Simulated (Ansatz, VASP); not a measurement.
**WSe: VASP beside Ansatz**

```
W Se
1.0
     0.00000    2.83887    2.83887
     2.83887    0.00000    2.83887
     2.83887    2.83887    0.00000
W Se
1 1
Cartesian
  0.0000 0.0000 0.0000
  1.4194 1.4194 1.4194
```

Alike in both runs: functional PBE; k mesh 12 × 12 × 12; occupations gaussian, width 0.1 eV; collinear spin.

Ansatz relaxed the structure, and its values are those at the end. VASP's run is a single point on that final structure, the one shown.

|  | VASP | Ansatz |
| --- | --- | --- |
| version | VASP 6.6.1 | Ansatz 0.2.0 |
| potentials or method | VASP PAW PBE potentials, release 64 (W_sv, Se), cutoff 520 eV | scalar-relativistic, plane waves, PAW |
| valence electrons in the cell | 20 | 30 |

Ansatz gave:

- gap on the k mesh at the Fermi level (eV): none
- pressure (GPa): 0.0
- net moment per atom (μB): 0.64
- size of the moment on the site where the two differ most (μB): 0.79

Problem. Which values does VASP return?

Solution. gap on the k mesh at the Fermi level (eV): none; pressure (GPa): 0.2; net moment per atom (μB): 0.64; size of the moment on the site where the two differ most (μB): 1.03.

Site moments also hang on the region over which each program counts them. A gap of «none» marks a metal or a gap that the smearing closes. VASP's potentials hold 20 valence electrons a cell and Ansatz's 30, so a difference there can come from the potentials and not from the codes.

Neither program's run includes spin-orbit coupling.
